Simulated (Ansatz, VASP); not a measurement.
One calculation of Ti, two programs

```
Ti
1.0
    -1.64100    1.64100    1.64100
     1.64100   -1.64100    1.64100
     3.28200    3.28200    0.00000
Ti
2
Direct
  0.00000 0.00000 0.03770
  0.50000 0.50000 0.46230
```

Change from the starting cell: mode 5 (126.2 1/cm) frozen in, largest displacement +0.175 Å.

Alike in both runs: task single point; functional PBEsol; k mesh 18 × 18 × 10; occupations gaussian, width 0.15 eV; no spin polarisation.

```csv
,VASP,Ansatz
version,VASP 6.6.1,Ansatz 0.2.0
potentials or method,"VASP PAW PBE potentials, release 64 (Ti_sv), cutoff 520 eV","scalar-relativistic, plane waves, PAW"
valence electrons in the cell,24,24
```

Ansatz gave:

| Item | Value |
| --- | --- |
| gap on the k mesh at the Fermi level (eV) | none |
| pressure (GPa) | -3.3 |
| traceless stress, the component that is largest in VASP (GPa) | 3.53 |
| rms of the force components (eV/Å) | 0.514 |

Task: Which values does VASP return?

Result: gap on the k mesh at the Fermi level (eV): none; pressure (GPa): -3.6; traceless stress, the component that is largest in VASP (GPa): 3.53; rms of the force components (eV/Å): 0.513.

VASP's potentials were made for PBE, not for PBEsol. Atom by atom the forces differ by 0.001 eV/Å (rms over components). A gap of «none» marks a metal or a gap that the smearing closes.
